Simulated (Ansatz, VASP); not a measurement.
## Two plane-wave programs on CrO2

```xyz
6
Lattice="4.4210 0.0000 0.0000 0.0000 4.4210 0.0000 0.0000 0.0000 2.9170" Properties=species:S:1:pos:R:3 pbc="T T T"
Cr    2.2105    2.2105    1.4585
Cr    0.0000    0.0000    0.0000
O     3.5412    0.8798    1.4585
O     3.0903    3.0903    0.0000
O     0.8798    3.5412    1.4585
O     1.3307    1.3307    0.0000
```

Alike in both runs: task single point; functional PBE; k mesh 6 × 6 × 9; occupations fermi-dirac, width 0.05 eV; collinear spin.

|  | VASP | Ansatz |
| --- | --- | --- |
| version | VASP 6.6.1 | Ansatz 0.2.0 |
| potentials or method | VASP PAW PBE potentials, release 64 (Cr_pv, O) | Ansatz PAW |
| plane-wave cutoff (eV) | 520 | 420 |
| valence electrons in the cell | 48 | 52 |

|  | VASP | Ansatz | Ansatz less VASP |
| --- | --- | --- | --- |
| gap on the k mesh at the Fermi level (eV) | none | none | - |
| pressure (GPa) | 3.1 | 2.4 | -0.68 |
| traceless stress, the component that is largest in VASP (GPa) | -0.58 | -0.70 | -0.128 |
| rms of the force components (eV/Å) | 0.123 | 0.130 | +0.0072 |
| net moment per atom (μB) | 0.67 | 0.67 | 0.000 |
| size of the moment on the site where the two differ most (μB) | 2.10 | 1.72 | -0.372 |

Site moments also hang on the region over which each program counts them. Atom by atom the forces differ by 0.007 eV/Å (rms over components). A gap of «none» marks a metal or a gap that the smearing closes. VASP's potentials hold 48 valence electrons a cell and Ansatz's 52, so a difference there can come from the potentials and not from the codes.
